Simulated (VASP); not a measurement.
# TiO2 (P4_2/mnm) in VASP: a series of runs

The runs below take TiO2 through single point, with PBEsol+U, r2SCAN50.

All numbers are computed with VASP 6.6.1; they aren't measurements. Logs are shortened: lines on timing, memory, paths and dates and some standing lists are left out, and cuts for length are marked.

### Step 1. The cell of the first run

It takes space group P4_2/mnm (No. 136, tetragonal). The conventional cell has a = 4.591 Å, b = 4.591 Å, c = 2.969 Å, α = 90.00°, β = 90.00°, γ = 90.00°. Within 2.6 Å of Ti (site symmetry mmm) lie 6 O at 1.95 to 1.98 Å. Within 2.6 Å of O (site symmetry m2m) lie 3 Ti at 1.95 to 1.98 Å and 1 O at 2.53 Å.

### Step 2. Single point, PBEsol+U

Contents of INCAR:

```
SYSTEM = TiO2
PREC = Accurate ; ENCUT = 1340
EDIFF = 1E-6 ; ISMEAR = -1
SIGMA = 0.05 ; LREAL = .FALSE.
LASPH = .TRUE. ; NELM = 200
ALGO = Normal ; ISIF = 2
LWAVE = .FALSE. ; LCHARG = .FALSE.
LMAXMIX = 4 ; LDAU = .TRUE.
LDAUTYPE = 2 ; LDAUL = 2 -1
LDAUU = 3 0 ; LDAUJ = 0 0
LDAUPRINT = 1 ; GGA = PS
NBANDS = 33 ; GGA_COMPAT = .FALSE.
```

Contents of KPOINTS:

```
Automatic mesh
0
G
  6 6 9
  0 0 0
```

Contents of POSCAR:

```
TiO2
1.0
    4.5908682285      0.0000000000      0.0000000000
    0.0000000000      4.5908682285      0.0000000000
    0.0000000000      0.0000000000      2.9692150486
Ti O
2 4
Direct
    0.0000000000      0.0000000000      0.5000000000
    0.5000000000      0.5000000000      0.0000000000
    0.3049150215      0.3049150215      0.5000000000
    0.1950849785      0.8049150215      0.0000000000
    0.8049150215      0.1950849785      0.0000000000
    0.6950849785      0.6950849785      0.5000000000
```

Potentials or basis: VASP PAW PBE potentials, release 64 (Ti_sv, O_h).

On the command line:

```console
cat potpaw_PBE.64/Ti_sv/POTCAR potpaw_PBE.64/O_h/POTCAR > POTCAR
mpirun -np 1 vasp_std > vasp.out
```

OUTCAR:

```text
SYSTEM = TiO2
   PREC = Accurate
   ENCUT = 1340
   EDIFF = 1E-6
   ISMEAR = -1
   LREAL = .FALSE.
   LASPH = .TRUE.
   NELM = 200
   ISIF = 2
   GGA = PS

 ion  position               nearest neighbor table
   1  0.000  0.000  0.500-   4 1.95   5 1.95   4 1.95   5 1.95   3 1.98   6 1.98
   2  0.500  0.500  0.000-   3 1.95   6 1.95   3 1.95   6 1.95   5 1.98   4 1.98
   3  0.305  0.305  0.500-   2 1.95   2 1.95   1 1.98
   4  0.195  0.805  0.000-   1 1.95   1 1.95   2 1.98
   5  0.805  0.195  0.000-   1 1.95   1 1.95   2 1.98
   6  0.695  0.695  0.500-   2 1.95   2 1.95   1 1.98

  LATTYP: Found a simple tetragonal cell.
 ALAT       =     4.5908682285
 C/A-ratio  =     0.6467654702

  Lattice vectors:

 A1 = (   4.5908682285,   0.0000000000,   0.0000000000)
 A2 = (   0.0000000000,   4.5908682285,   0.0000000000)
 A3 = (   0.0000000000,   0.0000000000,   2.9692150486)

Analysis of symmetry for initial positions (statically):
=====================================================================
 Subroutine PRICEL returns:
 Original cell was already a primitive cell.

 Routine SETGRP: Setting up the symmetry group for a
 simple tetragonal supercell.

 Subroutine GETGRP returns: Found 16 space group operations
 (whereof  8 operations were pure point group operations)
 out of a pool of 16 trial point group operations.

The static configuration has the point symmetry D_2h.
 The point group associated with its full space group is D_4h.

Analysis of symmetry for dynamics (positions and initial velocities):
=====================================================================
 Subroutine PRICEL returns:
 Original cell was already a primitive cell.

 Routine SETGRP: Setting up the symmetry group for a
 simple tetragonal supercell.

 Subroutine GETGRP returns: Found 16 space group operations
 (whereof  8 operations were pure point group operations)
 out of a pool of 16 trial point group operations.

The dynamic configuration has the point symmetry D_2h.
 The point group associated with its full space group is D_4h.

 Subroutine INISYM returns: Found 16 space group operations
 (whereof  8 operations are pure point group operations),
 and found     1 'primitive' translations

----------------------------------------------------------------------------------------

                                     Primitive cell

  volume of cell :      62.5794

  direct lattice vectors                    reciprocal lattice vectors
     4.590868228  0.000000000  0.000000000     0.217823721  0.000000000  0.000000000
     0.000000000  4.590868228  0.000000000     0.000000000  0.217823721  0.000000000
     0.000000000  0.000000000  2.969215049     0.000000000  0.000000000  0.336789348

  length of vectors
     4.590868228  4.590868228  2.969215049     0.217823721  0.217823721  0.336789348

  position of ions in fractional coordinates (direct lattice)
     0.000000000  0.000000000  0.500000000
     0.500000000  0.500000000  0.000000000
     0.304915022  0.304915022  0.500000000
     0.195084978  0.804915022  0.000000000
     0.804915022  0.195084978  0.000000000
     0.695084978  0.695084978  0.500000000

  ion indices of the primitive-cell ions
   primitive index   ion index
                 1           1
                 2           2
                 3           3
                 4           4
                 5           5
                 6           6

----------------------------------------------------------------------------------------

 KPOINTS: Automatic mesh

Automatic generation of k-mesh.
 Grid dimensions read from file:
 generate k-points for:    6    6    9

 Generating k-lattice:

  Cartesian coordinates                     Fractional coordinates (reciprocal lattice)
     0.036303953  0.000000000  0.000000000     0.166666667  0.000000000  0.000000000
     0.000000000  0.036303953  0.000000000     0.000000000  0.166666667  0.000000000
     0.000000000  0.000000000  0.037421039     0.000000000  0.000000000  0.111111111

  Length of vectors
     0.036303953  0.036303953  0.037421039

  Shift w.r.t. Gamma in fractional coordinates (k-lattice)
[... 58 lines left out ...]
   ISIF   =      2    stress and relaxation
   ISYM   =      2    0-nonsym 1-usesym 2-fastsym
   POTIM  = 0.5000    time-step for ionic-motion
   TEBEG  =    0.0;   TEEND  =   0.0 temperature during run
   PSTRESS=    0.0 pullay stress
   NELECT =      48.0000    total number of electrons
   NUPDOWN=      -1.0000    fix difference up-down
   EMIN   =  10.00;   EMAX   =-10.00  energy-range for DOS
   EFERMI =   0.00;   METHOD = LEGACY
   ISMEAR =    -1;   SIGMA  =   0.05  broadening in eV -4-tet -1-fermi 0-gaus
   EFERMI_NEDOS =   21; number of points for ismear=-14 and -15
   IALGO  =     38    algorithm
   IMIX   =      4    mixing-type and parameters
     AMIX     =   0.40;   BMIX     =  1.00
     AMIX_MAG =   1.60;   BMIX_MAG =  1.00
  volume/ion in A,a.u.               =      10.43        70.38
  Fermi-wavevector in a.u.,A,eV,Ry     =   1.498574  2.831894 30.554923  2.245723
  Thomas-Fermi vector in A             =   2.610315
   LORBIT       =      0    0 simple, 1 ext, 2 COOP (PROOUT), +10 PAW based schemes
 LDA+U is selected, type is set to LDAUTYPE =  2
   angular momentum for each species LDAUL =     2   -1
   U (eV)           for each species LDAUU =   3.0  0.0
   J (eV)           for each species LDAUJ =   0.0  0.0
   GGA     = PS    functional components
   LHFCALC =     F    Hartree Fock is set to
   AEXX    =    0.0000 exact exchange contribution
   IVDW    =     0    specifies the selected vdW correction
   LEPSILON=     F    determine dielectric tensor
   LRPA    =     F    only Hartree local field effects (RPA)
 non-spin polarized calculation
  energy-cutoff  :     1340.00
  volume of cell :       62.58
 maximum number of plane-waves:      7014
 NGX is ok and might be reduce to    56
   NGX = 27   NGY = 27   NGZ = 17

atom =   1  type =  1  l = 2

 onsite density matrix

spin component  1

  0.1995  0.0000 -0.0751  0.0000  0.0000
  0.0000  0.1898  0.0000 -0.0848  0.0000
 -0.0751  0.0000  0.1362  0.0000  0.0000
  0.0000 -0.0848  0.0000  0.1898  0.0000
  0.0000  0.0000  0.0000  0.0000  0.1066

spin component  2

  0.1995  0.0000 -0.0751  0.0000  0.0000
  0.0000  0.1898  0.0000 -0.0848  0.0000
 -0.0751  0.0000  0.1362  0.0000  0.0000
  0.0000 -0.0848  0.0000  0.1898  0.0000
  0.0000  0.0000  0.0000  0.0000  0.1066

 occupancies and eigenvectors

  o =  0.0864  v = -0.5530 -0.0000 -0.8332  0.0000  0.0000  0.0000  0.0000  0.0000  0.0000  0.0000      0.0000  0.0000  0.0000  0.0000  0.0000  0.0000  0.0000  0.0000  0.0000  0.0000
  o =  0.0864  v =  0.0000  0.0000  0.0000  0.0000  0.0000 -0.5530 -0.0000 -0.8332  0.0000  0.0000      0.0000  0.0000  0.0000  0.0000  0.0000  0.0000  0.0000  0.0000  0.0000  0.0000
  o =  0.1050  v =  0.0000 -0.7071  0.0000 -0.7071 -0.0000  0.0000  0.0000  0.0000  0.0000  0.0000      0.0000  0.0000  0.0000  0.0000  0.0000  0.0000  0.0000  0.0000  0.0000  0.0000
  o =  0.1050  v =  0.0000  0.0000  0.0000  0.0000  0.0000  0.0000 -0.7071  0.0000 -0.7071 -0.0000      0.0000  0.0000  0.0000  0.0000  0.0000  0.0000  0.0000  0.0000  0.0000  0.0000
  o =  0.1066  v = -0.0000  0.0000 -0.0000  0.0000 -1.0000  0.0000  0.0000  0.0000  0.0000  0.0000      0.0000  0.0000  0.0000  0.0000  0.0000  0.0000  0.0000  0.0000  0.0000  0.0000
  o =  0.1066  v =  0.0000  0.0000  0.0000  0.0000  0.0000 -0.0000  0.0000 -0.0000  0.0000 -1.0000      0.0000  0.0000  0.0000  0.0000  0.0000  0.0000  0.0000  0.0000  0.0000  0.0000
  o =  0.2494  v = -0.8332 -0.0000  0.5530  0.0000  0.0000  0.0000  0.0000  0.0000  0.0000  0.0000      0.0000  0.0000  0.0000  0.0000  0.0000  0.0000  0.0000  0.0000  0.0000  0.0000
  o =  0.2494  v =  0.0000  0.0000  0.0000  0.0000  0.0000 -0.8332 -0.0000  0.5530  0.0000  0.0000      0.0000  0.0000  0.0000  0.0000  0.0000  0.0000  0.0000  0.0000  0.0000  0.0000
  o =  0.2746  v =  0.0000  0.0000  0.0000  0.0000  0.0000  0.0000 -0.7071  0.0000  0.7071 -0.0000      0.0000  0.0000  0.0000  0.0000  0.0000  0.0000  0.0000  0.0000  0.0000  0.0000
  o =  0.2746  v =  0.0000 -0.7071  0.0000  0.7071 -0.0000  0.0000  0.0000  0.0000  0.0000  0.0000      0.0000  0.0000  0.0000  0.0000  0.0000  0.0000  0.0000  0.0000  0.0000  0.0000

atom =   2  type =  1  l = 2

 onsite density matrix

spin component  1

  0.1995  0.0000  0.0751  0.0000  0.0000
  0.0000  0.1898  0.0000  0.0848  0.0000
  0.0751  0.0000  0.1362  0.0000  0.0000
  0.0000  0.0848  0.0000  0.1898  0.0000
  0.0000  0.0000  0.0000  0.0000  0.1066

spin component  2

  0.1995  0.0000  0.0751  0.0000  0.0000
  0.0000  0.1898  0.0000  0.0848  0.0000
  0.0751  0.0000  0.1362  0.0000  0.0000
  0.0000  0.0848  0.0000  0.1898  0.0000
  0.0000  0.0000  0.0000  0.0000  0.1066

 occupancies and eigenvectors

  o =  0.0864  v =  0.5530  0.0000 -0.8332  0.0000  0.0000  0.0000  0.0000  0.0000  0.0000  0.0000      0.0000  0.0000  0.0000  0.0000  0.0000  0.0000  0.0000  0.0000  0.0000  0.0000
  o =  0.0864  v =  0.0000  0.0000  0.0000  0.0000  0.0000  0.5530  0.0000 -0.8332  0.0000  0.0000      0.0000  0.0000  0.0000  0.0000  0.0000  0.0000  0.0000  0.0000  0.0000  0.0000
  o =  0.1050  v = -0.0000  0.7071  0.0000 -0.7071  0.0000  0.0000  0.0000  0.0000  0.0000  0.0000      0.0000  0.0000  0.0000  0.0000  0.0000  0.0000  0.0000  0.0000  0.0000  0.0000
  o =  0.1050  v =  0.0000  0.0000  0.0000  0.0000  0.0000 -0.0000  0.7071  0.0000 -0.7071  0.0000      0.0000  0.0000  0.0000  0.0000  0.0000  0.0000  0.0000  0.0000  0.0000  0.0000
  o =  0.1066  v =  0.0000  0.0000  0.0000  0.0000  0.0000 -0.0000 -0.0000  0.0000  0.0000  1.0000      0.0000  0.0000  0.0000  0.0000  0.0000  0.0000  0.0000  0.0000  0.0000  0.0000
  o =  0.1066  v = -0.0000 -0.0000  0.0000  0.0000  1.0000  0.0000  0.0000  0.0000  0.0000  0.0000      0.0000  0.0000  0.0000  0.0000  0.0000  0.0000  0.0000  0.0000  0.0000  0.0000
  o =  0.2494  v =  0.8332  0.0000  0.5530  0.0000  0.0000  0.0000  0.0000  0.0000  0.0000  0.0000      0.0000  0.0000  0.0000  0.0000  0.0000  0.0000  0.0000  0.0000  0.0000  0.0000
  o =  0.2494  v =  0.0000  0.0000  0.0000  0.0000  0.0000  0.8332  0.0000  0.5530  0.0000  0.0000      0.0000  0.0000  0.0000  0.0000  0.0000  0.0000  0.0000  0.0000  0.0000  0.0000
  o =  0.2746  v =  0.0000 -0.7071  0.0000 -0.7071  0.0000  0.0000  0.0000  0.0000  0.0000  0.0000      0.0000  0.0000  0.0000  0.0000  0.0000  0.0000  0.0000  0.0000  0.0000  0.0000
  o =  0.2746  v =  0.0000  0.0000  0.0000  0.0000  0.0000  0.0000 -0.7071  0.0000 -0.7071  0.0000      0.0000  0.0000  0.0000  0.0000  0.0000  0.0000  0.0000  0.0000  0.0000  0.0000

 number of electron      48.0000004 magnetization

 Free energy of the ion-electron system (eV)
  ---------------------------------------------------
  ext. energy  EPLUGINS =         0.00000000
  ---------------------------------------------------
  free energy    TOTEN  =       -52.07809233 eV

  energy without entropy =      -52.07809233  energy(sigma->0) =      -52.07809233

 E-fermi :   6.4819     XC(G=0): -11.7055

 val. band max:        5.4373301447   @ k =   0.0000   0.0000   0.0000
 cond. band min:       7.6409512712   @ k =   0.0000   0.0000   0.0000
 fundamental gap:      2.2036211265
 Fermi energy:         6.4819014422

 k-point     1 :       0.0000    0.0000    0.0000
  band No.  band energies     occupation
      1     -52.0218      2.00000
      2     -52.0052      2.00000
      3     -28.3996      2.00000
      4     -28.3996      2.00000
      5     -28.2444      2.00000
      6     -28.2444      2.00000
[... 853 lines left out ...]
     32      10.6259      0.00000
     33      11.9527      0.00000

 [... further k-points ...]

------------------------ aborting loop because EDIFF is reached ----------------------------------------

  FORCE on cell =-STRESS in cart. coord.  units (eV):
  Direction    XX          YY          ZZ          XY          YZ          ZX
  --------------------------------------------------------------------------------------
  -------------------------------------------------------------------------------------
  Total        1.2759065      1.2759065      1.5305159      0.0000000      0.0000000      0.0000000
  in kB       32.6661624     32.6661624     39.1847536      0.0000000      0.0000000      0.0000000
  external PRESSURE =      34.8390261 kB  Pullay stress =       0.0000000 kB

 VOLUME and BASIS-vectors are now :
 -----------------------------------------------------------------------------
  energy-cutoff  :     1340.00
  volume of cell :       62.58
      direct lattice vectors                 reciprocal lattice vectors
     4.590868228  0.000000000  0.000000000     0.217823721  0.000000000  0.000000000
     0.000000000  4.590868228  0.000000000     0.000000000  0.217823721  0.000000000
     0.000000000  0.000000000  2.969215049     0.000000000  0.000000000  0.336789348

 POSITION                                       TOTAL-FORCE (eV/Angst)
 -----------------------------------------------------------------------------------
      0.00000      0.00000      1.48461         0.000000     -0.000000     -0.000000
      2.29543      2.29543      0.00000         0.000000     -0.000000     -0.000000
      1.39982      1.39982      1.48461        -0.076910     -0.076910      0.000000
      0.89561      3.69526      0.00000         0.076910     -0.076910      0.000000
      3.69526      0.89561      0.00000        -0.076910      0.076910     -0.000000
      3.19104      3.19104      1.48461         0.076910      0.076910     -0.000000
 -----------------------------------------------------------------------------------
    total drift:                                0.000000      0.000000      0.000000

  FREE ENERGIE OF THE ION-ELECTRON SYSTEM (eV)
  ---------------------------------------------------
  free  energy   TOTEN  =       -52.0780923336 eV

  energy  without entropy=      -52.0780923336  energy(sigma->0) =      -52.07809233
```

Run time: 2.7 min. Hardware: 1 thread of Intel Xeon 6975P-C (Granite Rapids), shared host; peak memory 0.56 GiB.

Results:

```
Free energy            : -52.0781 eV
Pressure               : 3.5 GPa
Largest force          : 0.109 eV/Å
Band gap on the k mesh : 2.20 eV
```

Forces in eV/Å, atoms in the order of the input:
```
Ti   0.000  0.000  0.000
Ti   0.000  0.000  0.000
O   -0.077 -0.077  0.000
O    0.077 -0.077  0.000
O   -0.077  0.077  0.000
O    0.077  0.077  0.000
```

Stress tensor (GPa, compression positive):
```
3.27 0.00 0.00
0.00 3.27 0.00
0.00 0.00 3.92
```

Eigenvalues of the final occupation matrices:
```
    site  spin  trace               eigenvalues
site 1 d     1   0.82  0.09 0.10 0.11 0.25 0.27
site 1 d     2   0.82  0.09 0.10 0.11 0.25 0.27
site 2 d     1   0.82  0.09 0.10 0.11 0.25 0.27
site 2 d     2   0.82  0.09 0.10 0.11 0.25 0.27
```

Caveat: the cell stands under pressure; the PAW data sets were made with another functional, which shifts forces and pressure a little. A k mesh can miss the band edges.

### Step 3. Single point, r2SCAN50

Contents of POSCAR:

```
TiO2
1.0
    4.5998373239      0.0000000000      0.0000000000
    0.0000000000      4.5998373239      0.0000000000
    0.0000000000      0.0000000000      2.9592135600
Ti O
2 4
Direct
    0.0000000000      0.0000000000      0.5000000000
    0.5000000000      0.5000000000      0.0000000000
    0.3043213200      0.3043213200      0.5000000000
    0.1956786800      0.8043213200      0.0000000000
    0.8043213200      0.1956786800      0.0000000000
    0.6956786800      0.6956786800      0.5000000000
```

Contents of INCAR.step1:

```
PREC     = Accurate       # precision mode
ENCUT    = 520            # plane-wave cutoff, eV
EDIFF    = 1E-5           # SCF threshold, eV
ISMEAR   = -1             # smearing method
SIGMA    = 0.05           # smearing width, eV
LREAL    = F              # projectors in reciprocal space
LASPH    = T              # aspherical terms in the spheres
NELM     = 80             # most SCF steps
ALGO     = Normal         # electronic algorithm
ISIF     = 2              # what is computed and relaxed
LWAVE    = T              # write WAVECAR
LCHARG   = F              # write CHGCAR
GGA      = PE             # functional
NBANDS   = 33             # bands
KPAR     = 2
```

Contents of INCAR.step2:

```
PREC     = Accurate       # precision mode
ENCUT    = 520            # plane-wave cutoff, eV
EDIFF    = 1E-6           # SCF threshold, eV
ISMEAR   = -1             # smearing method
SIGMA    = 0.05           # smearing width, eV
LREAL    = F              # projectors in reciprocal space
LASPH    = T              # aspherical terms in the spheres
NELM     = 80             # most SCF steps
ALGO     = Normal         # electronic algorithm
ISIF     = 2              # what is computed and relaxed
LWAVE    = F              # write WAVECAR
LCHARG   = F              # write CHGCAR
METAGGA  = R2SCAN         # meta-GGA
LHFCALC  = T              # exact exchange
AEXX     = 0.5            # exact-exchange fraction
LMIXTAU  = T            
PRECFOCK = Fast         
ISTART   = 1            
NBANDS   = 33             # bands
KPAR     = 2
```

Contents of KPOINTS:

```
Automatic mesh
0
Gamma
  4 4 5
```

Potentials or basis: VASP PAW PBE potentials, release 64 (Ti_sv, O).

On the command line:

```console
cat potpaw_PBE.64/Ti_sv/POTCAR potpaw_PBE.64/O/POTCAR > POTCAR
cp INCAR.step1 INCAR
mpirun -np 2 vasp_std > vasp.out
cp INCAR.step2 INCAR
mpirun -np 2 vasp_std > vasp.out
```

It took 34 min on 2 MPI ranks of Intel Xeon Platinum 8259CL at 2.50GHz (Skylake/Cascade Lake), shared host; peak memory 0.21 GiB.

The run converged. Its results:

| Item | Value |
| --- | --- |
| Free energy | -96.5013 eV |
| Pressure | -10.7 GPa |
| Largest force | 0.295 eV/Å |
| Band gap on the k mesh | 6.82 eV (least direct gap 6.83 eV) |

Forces in eV/Å, atoms in the order of the input:
```
Ti   0.000  0.000  0.000
Ti   0.000  0.000  0.000
O    0.208  0.208  0.000
O   -0.208  0.208  0.000
O    0.208 -0.208  0.000
O   -0.208 -0.208  0.000
```

Levels at points of the mesh, in eV from the valence-band top:
```tsv
k point	band 20	band 21	band 22	band 23	band 24	band 25	band 26	band 27	band 28	band 29
(0.00, 0.00, 0.00)	-2.40	-0.75	-0.41	-0.41	0.00	6.83	7.11	7.54	7.63	7.63
(0.50, 0.00, 0.00)	-3.51	-1.83	-1.83	-0.88	-0.88	7.61	7.61	8.29	8.29	8.89
(0.50, 0.50, 0.00)	-2.46	-1.54	-1.54	-1.17	-1.17	6.82	6.82	7.66	7.66	9.17
```

Caveat: the k points lie up to 0.42 Å⁻¹ apart; the PAW data sets were made with another functional, which shifts forces and pressure a little. A k mesh can miss the band edges.
